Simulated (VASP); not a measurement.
Set up this calculation in VASP 6.6.1, as the native input.

* Task: single point
* Functional: PBE
* Potentials or basis: VASP PAW PBE potentials, release 64 (Sn_d, P, I)
* Cutoff: 520 eV
* k mesh: 6 × 6 × 1
* Occupations: gaussian, width 0.1 eV
* Spin: no spin polarisation
* Dipole correction: yes
* Further INCAR settings: ALGO = Normal; EDIFF = 1e-06; NBANDS = 28

The structure of Sn2PI lies in POSCAR:

```
Sn2PI
1.0
    4.1604083100      0.0000000000      0.0000000000
   -2.0802036000      3.6030186700      0.0000000000
    0.0000000000      0.0000000000     20.0000000000
Sn P I
2 1 1
Direct
    0.0000000000      0.0000000000      0.4359067100
    0.0000000000      0.0000000000      0.5739268800
    0.6666666700      0.3333333300      0.6315243600
    0.6666666700      0.3333333300      0.3684756400
```

These files were run (other wordings do the same):

INCAR

```
ALGO = Normal
DIPOL = 0.5 0.5 0.502
EDIFF = 1E-6
ENCUT = 520
GGA = PE
IDIPOL = 3
ISIF = 2
ISMEAR = 0
LASPH = True
LCHARG = False
LDIPOL = True
LREAL = False
LWAVE = False
NBANDS = 28
NELM = 60
PREC = Accurate
SIGMA = 0.1
```

KPOINTS

```
k-points
0
Gamma
  6 6 1
```

Potentials or basis: VASP PAW PBE potentials, release 64 (Sn_d, P, I).

Command:

```bash
$ cat potpaw_PBE.64/Sn_d/POTCAR potpaw_PBE.64/P/POTCAR potpaw_PBE.64/I/POTCAR > POTCAR
$ mpirun -np 1 vasp_std > vasp.out
```

It gave:

```
Largest force          : 2.911 eV/Å
Band gap on the k mesh : zero (band 20 reaches 0.16 eV, above the bottom of band 21 at 0.03 eV)
```

Caveat: spin-orbit coupling is left out, which moves the levels of the heavy elements.

Run time: 64 s on 1 thread of Intel(R) Xeon(R) 6975P-C (Granite Rapids), with other jobs on the host, peak memory 0.41 GiB.
